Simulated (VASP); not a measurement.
# SiC (Moissanite) (P6_3mc) in VASP: a series of runs

Runs on SiC (Moissanite). Level: PBEsol. Tasks: single point, relaxation of cell and atoms.

Everything below comes from runs of VASP 6.6.1. Logs are shortened: lines on timing, memory, paths and dates and some standing lists are left out, and cuts for length are marked.

### 1 The cell of the first run

The structure is hexagonal, space group P6_3mc (No. 186). Conventional cell: a = 3.076 Å, b = 3.076 Å, c = 5.048 Å, α = 90.00°, β = 90.00°, γ = 120.00°. Si (site symmetry 3m) has 4 C at 1.88 to 1.90 Å within 2.5 Å. Within 2.5 Å of C (site symmetry 3m) lie 4 Si at 1.88 to 1.90 Å.

### 2 Single point, PBEsol

Input file INCAR:

```
SYSTEM = SiC
ALGO     = Normal         ! electronic algorithm
EDIFF    = 1E-6           ! SCF threshold, eV
ENCUT    = 520            ! plane-wave cutoff, eV
GGA      = PS             ! functional
ISIF     = 2              ! what is computed and relaxed
ISMEAR   = 0              ! smearing method
LASPH    = .TRUE.         ! aspherical terms in the spheres
LCHARG   = .FALSE.        ! write CHGCAR
LREAL    = .FALSE.        ! projectors in reciprocal space
LWAVE    = .FALSE.        ! write WAVECAR
NBANDS   = 16             ! bands
NELM     = 80             ! most SCF steps
PREC     = Accurate       ! precision mode
SIGMA    = 0.02           ! smearing width, eV
```

Input file KPOINTS:

```
k-points
0
G
  12 12 6
  0 0 0
```

Input file POSCAR:

```
SiC
1.0
    3.0759639164      0.0000000000      0.0000000000
   -1.5379819582      2.6638628927      0.0000000000
    0.0000000000      0.0000000000      5.0477017944
Si C
2 2
Direct
    0.3333333333      0.6666666667      0.0045904896
    0.6666666667      0.3333333333      0.5045904896
    0.3333333333      0.6666666667      0.3804095104
    0.6666666667      0.3333333333      0.8804095104
```

Potentials or basis: VASP PAW PBE potentials, release 64 (Si, C).

Run with:

```
cat potpaw_PBE.64/Si/POTCAR potpaw_PBE.64/C/POTCAR > POTCAR
mpirun -np 1 vasp_std > vasp.out
```

OUTCAR:

```text
SYSTEM = SiC
   EDIFF = 1E-6
   ENCUT = 520
   GGA = PS
   ISIF = 2
   ISMEAR = 0
   LASPH = .TRUE.
   LREAL = .FALSE.
   NELM = 80
   PREC = Accurate

 ion  position               nearest neighbor table
   1  0.333  0.667  0.005-   4 1.88   4 1.88   4 1.88   3 1.90   2 3.09   2 3.09   2 3.09   2 3.09
                             2 3.09   2 3.09
   2  0.667  0.333  0.505-   3 1.88   3 1.88   3 1.88   4 1.90   1 3.09   1 3.09   1 3.09   1 3.09
                             1 3.09   1 3.09
   3  0.333  0.667  0.380-   2 1.88   2 1.88   2 1.88   1 1.90
   4  0.667  0.333  0.880-   1 1.88   1 1.88   1 1.88   2 1.90

  LATTYP: Found a hexagonal cell.
 ALAT       =     3.0759639164
 C/A-ratio  =     1.6410146320

  Lattice vectors:

 A1 = (   3.0759639164,   0.0000000000,   0.0000000000)
 A2 = (  -1.5379819582,   2.6638628927,   0.0000000000)
 A3 = (   0.0000000000,   0.0000000000,   5.0477017944)

Analysis of symmetry for initial positions (statically):
=====================================================================
 Subroutine PRICEL returns:
 Original cell was already a primitive cell.

 Routine SETGRP: Setting up the symmetry group for a
 hexagonal supercell.

 Subroutine GETGRP returns: Found 12 space group operations
 (whereof  6 operations were pure point group operations)
 out of a pool of 24 trial point group operations.

The static configuration has the point symmetry C_3v.
 The point group associated with its full space group is C_6v.

Analysis of symmetry for dynamics (positions and initial velocities):
=====================================================================
 Subroutine PRICEL returns:
 Original cell was already a primitive cell.

 Routine SETGRP: Setting up the symmetry group for a
 hexagonal supercell.

 Subroutine GETGRP returns: Found 12 space group operations
 (whereof  6 operations were pure point group operations)
 out of a pool of 24 trial point group operations.

The dynamic configuration has the point symmetry C_3v.
 The point group associated with its full space group is C_6v.

 Subroutine INISYM returns: Found 12 space group operations
 (whereof  6 operations are pure point group operations),
 and found     1 'primitive' translations

----------------------------------------------------------------------------------------

                                     Primitive cell

  volume of cell :      41.3606

  direct lattice vectors                    reciprocal lattice vectors
     3.075963916  0.000000000  0.000000000     0.325101343  0.187697348  0.000000000
    -1.537981958  2.663862893  0.000000000     0.000000000  0.375394696  0.000000000
     0.000000000  0.000000000  5.047701794     0.000000000  0.000000000  0.198109960

  length of vectors
     3.075963916  3.075963916  5.047701794     0.375394696  0.375394696  0.198109960

  position of ions in fractional coordinates (direct lattice)
     0.333333333  0.666666667  0.004590490
     0.666666667  0.333333333  0.504590490
     0.333333333  0.666666667  0.380409510
     0.666666667  0.333333333  0.880409510

  ion indices of the primitive-cell ions
   primitive index   ion index
                 1           1
                 2           2
                 3           3
                 4           4

----------------------------------------------------------------------------------------

 KPOINTS: k-points

Automatic generation of k-mesh.
 Grid dimensions read from file:
 generate k-points for:   12   12    6

 Generating k-lattice:

  Cartesian coordinates                     Fractional coordinates (reciprocal lattice)
     0.027091779  0.015641446  0.000000000     0.083333333 -0.000000000  0.000000000
     0.000000000  0.031282891  0.000000000     0.000000000  0.083333333  0.000000000
     0.000000000  0.000000000  0.033018327     0.000000000  0.000000000  0.166666667

  Length of vectors
     0.031282891  0.031282891  0.033018327

  Shift w.r.t. Gamma in fractional coordinates (k-lattice)
     0.000000000  0.000000000  0.000000000

 Subroutine IBZKPT returns following result:
 ===========================================

 Found     76 irreducible k-points:

 Following reciprocal coordinates:
            Coordinates               Weight
  0.000000  0.000000  0.000000      1.000000
  0.083333  0.000000  0.000000      6.000000
  0.166667 -0.000000  0.000000      6.000000
  0.250000 -0.000000  0.000000      6.000000
  0.333333 -0.000000  0.000000      6.000000
  0.416667 -0.000000  0.000000      6.000000
[... 16 lines left out ...]
  0.250000 -0.000000  0.166667     12.000000
  0.333333 -0.000000  0.166667     12.000000
 [... further k-points ...]
   k-points           NKPTS =     76   k-points in BZ     NKDIM =     76   number of bands    NBANDS=     16
   number of dos      NEDOS =    301   number of ions     NIONS =      4
   total plane-waves  NPLWV =  23040
   dimension x,y,z NGX =    24 NGY =   24 NGZ =   40
   dimension x,y,z NGXF=    48 NGYF=   48 NGZF=   80
   ions per type =               2   2
   NGX,Y,Z   is equivalent  to a cutoff of  12.97, 12.97, 13.17 a.u.
   NGXF,Y,Z  is equivalent  to a cutoff of  25.94, 25.94, 26.35 a.u.
 SYSTEM =  SiC
   PREC   = accura    normal or accurate (medium, high low for compatibility)
   ISTART =      0    job   : 0-new  1-cont  2-samecut
   ICHARG =      2    charge: 1-file 2-atom 10-const
   ISPIN  =      1    spin polarized calculation?
   LNONCOLLINEAR =      F non collinear calculations
   LSORBIT =      F    spin-orbit coupling
   LASPH  =      T    aspherical Exc in radial PAW
   ENCUT  =  520.0 eV  38.22 Ry    6.18 a.u.   5.72  5.72  9.39*2*pi/ulx,y,z
   NELM   =     80;   NELMIN=  2; NELMDL= -5     # of ELM steps
   EDIFF  = 0.1E-05   stopping-criterion for ELM
   LREAL  =      F    real-space projection
   EDIFFG = 0.1E-04   stopping-criterion for IOM
   NSW    =      0    number of steps for IOM
   IBRION =     -1    ionic relax: 0-MD 1-quasi-New 2-CG
   NFREE  =      0    steps in history (QN), initial steepest desc. (CG)
   ISIF   =      2    stress and relaxation
   ISYM   =      2    0-nonsym 1-usesym 2-fastsym
   POTIM  = 0.5000    time-step for ionic-motion
   TEBEG  =    0.0;   TEEND  =   0.0 temperature during run
   PSTRESS=    0.0 pullay stress
   NELECT =      16.0000    total number of electrons
   NUPDOWN=      -1.0000    fix difference up-down
   EMIN   =  10.00;   EMAX   =-10.00  energy-range for DOS
   EFERMI =   0.00;   METHOD = LEGACY
   ISMEAR =     0;   SIGMA  =   0.02  broadening in eV -4-tet -1-fermi 0-gaus
   EFERMI_NEDOS =   21; number of points for ismear=-14 and -15
   IALGO  =     38    algorithm
   IMIX   =      4    mixing-type and parameters
     AMIX     =   0.40;   BMIX     =  1.00
     AMIX_MAG =   1.60;   BMIX_MAG =  1.00
  volume/ion in A,a.u.               =      10.34        69.78
  Fermi-wavevector in a.u.,A,eV,Ry     =   1.192850  2.254160 19.359614  1.422892
  Thomas-Fermi vector in A             =   2.328879
   LORBIT       =      0    0 simple, 1 ext, 2 COOP (PROOUT), +10 PAW based schemes
   GGA     = PS    functional components
   LHFCALC =     F    Hartree Fock is set to
   AEXX    =    0.0000 exact exchange contribution
   IVDW    =     0    specifies the selected vdW correction
   LEPSILON=     F    determine dielectric tensor
   LRPA    =     F    only Hartree local field effects (RPA)
 non-spin polarized calculation
 Gauss-broadening in eV      SIGMA  =   0.02
  energy-cutoff  :      520.00
  volume of cell :       41.36
 maximum number of plane-waves:      1132
 NGX is ok and might be reduce to    24
   NGX = 11   NGY = 11   NGZ = 19

 number of electron      15.9999999 magnetization

 Free energy of the ion-electron system (eV)
  ---------------------------------------------------
  ext. energy  EPLUGINS =         0.00000000
  ---------------------------------------------------
  free energy    TOTEN  =       -31.82220099 eV

  energy without entropy =      -31.82220099  energy(sigma->0) =      -31.82220099

 E-fermi :   8.3671     XC(G=0): -11.4997

 val. band max:        8.2096892172   @ k =   0.0000   0.0000   0.0000
 cond. band min:      10.3232935669   @ k =   0.3333   0.3333   0.0000
 fundamental gap:      2.1136043496
 Fermi energy:         8.3671027399

 k-point     1 :       0.0000    0.0000    0.0000
  band No.  band energies     occupation
      1      -7.3810      2.00000
      2      -3.7760      2.00000
      3      -0.5537      2.00000
      4       6.8871      2.00000
      5       6.8871      2.00000
      6       8.0970      2.00000
[... 8 lines left out ...]
     15      17.1034      0.00000
     16      19.4291      0.00000

 k-point     2 :       0.0833    0.0000    0.0000
  band No.  band energies     occupation
      1      -7.2599      2.00000
      2      -3.6725      2.00000
      3      -0.4415      2.00000
      4       6.1956      2.00000
      5       6.6730      2.00000
      6       7.7464      2.00000
[... 8 lines left out ...]
     15      17.4048      0.00000
     16      18.5084      0.00000

 k-point     3 :       0.1667   -0.0000    0.0000
  band No.  band energies     occupation
      1      -6.8999      2.00000
      2      -3.3708      2.00000
      3      -0.1135      2.00000
      4       4.6942      2.00000
      5       6.1904      2.00000
      6       6.6304      2.00000
[... 8 lines left out ...]
     15      17.6721      0.00000
     16      18.0457      0.00000

 k-point     4 :       0.2500   -0.0000    0.0000
  band No.  band energies     occupation
      1      -6.3117      2.00000
      2      -2.9074      2.00000
      3       0.3858      2.00000
      4       3.0552      2.00000
      5       5.2437      2.00000
      6       5.6683      2.00000
[... 8 lines left out ...]
     15      18.1738      0.00000
     16      18.9340      0.00000
[... 324 lines left out ...]
 k-point    22 :       0.1667   -0.0000    0.1667
  band No.  band energies     occupation
      1      -6.7650      2.00000
      2      -3.9048      2.00000
      3       0.6180      2.00000
      4       4.8161      2.00000
      5       6.2438      2.00000
      6       6.2816      2.00000
[... 8 lines left out ...]
     15      17.8942      0.00000
     16      18.3972      0.00000

 k-point    23 :       0.2500   -0.0000    0.1667
  band No.  band energies     occupation
      1      -6.1790      2.00000
      2      -3.4031      2.00000
      3       0.9995      2.00000
      4       3.2582      2.00000
      5       4.8516      2.00000
      6       5.7665      2.00000
[... 8 lines left out ...]
     15      18.9010      0.00000
     16      18.9350      0.00000

 k-point    24 :       0.3333   -0.0000    0.1667
  band No.  band energies     occupation
      1      -5.3938      2.00000
      2      -2.8080      2.00000
      3       0.8525      2.00000
      4       2.5127      2.00000
      5       3.4152      2.00000
      6       5.3397      2.00000
[... 8 lines left out ...]
     15      19.4440      0.00000
     16      20.1916      0.00000

 [... further k-points ...]
[... 5 lines left out ...]
  --------------------------------------------------------------------------------------
  -------------------------------------------------------------------------------------
  Total        0.0891122      0.0891122      0.0912615      0.0000000     -0.0000000      0.0000000
  in kB        3.4519224      3.4519224      3.5351790      0.0000000     -0.0000000      0.0000000
  external PRESSURE =       3.4796746 kB  Pullay stress =       0.0000000 kB

 VOLUME and BASIS-vectors are now :
 -----------------------------------------------------------------------------
  energy-cutoff  :      520.00
  volume of cell :       41.36
      direct lattice vectors                 reciprocal lattice vectors
     3.075963916  0.000000000  0.000000000     0.325101343  0.187697348  0.000000000
    -1.537981958  2.663862893  0.000000000     0.000000000  0.375394696  0.000000000
     0.000000000  0.000000000  5.047701794     0.000000000  0.000000000  0.198109960

 POSITION                                       TOTAL-FORCE (eV/Angst)
 -----------------------------------------------------------------------------------
     -0.00000      1.77591      0.02317         0.000000     -0.000000      0.000910
      1.53798      0.88795      2.54702        -0.000000      0.000000      0.000910
     -0.00000      1.77591      1.92019         0.000000      0.000000     -0.000910
      1.53798      0.88795      4.44404        -0.000000      0.000000     -0.000910
 -----------------------------------------------------------------------------------
    total drift:                               -0.000000     -0.000000     -0.000146

  FREE ENERGIE OF THE ION-ELECTRON SYSTEM (eV)
  ---------------------------------------------------
  free  energy   TOTEN  =       -31.8222009863 eV

  energy  without entropy=      -31.8222009863  energy(sigma->0) =      -31.82220099
```

Wall time 35 s (1 thread of AMD EPYC 7R43 (Zen 3), shared host); peak memory 0.14 GiB.

What came out:

```
Free energy            : -31.8222 eV
Pressure               : 0.3 GPa
Band gap on the k mesh : 2.11 eV, indirect (least direct gap 3.85 eV)
```

Caveat: the PAW data sets were made with another functional, which shifts forces and pressure a little. A k mesh can miss the band edges.

(Part 1 of 2 ends here.)
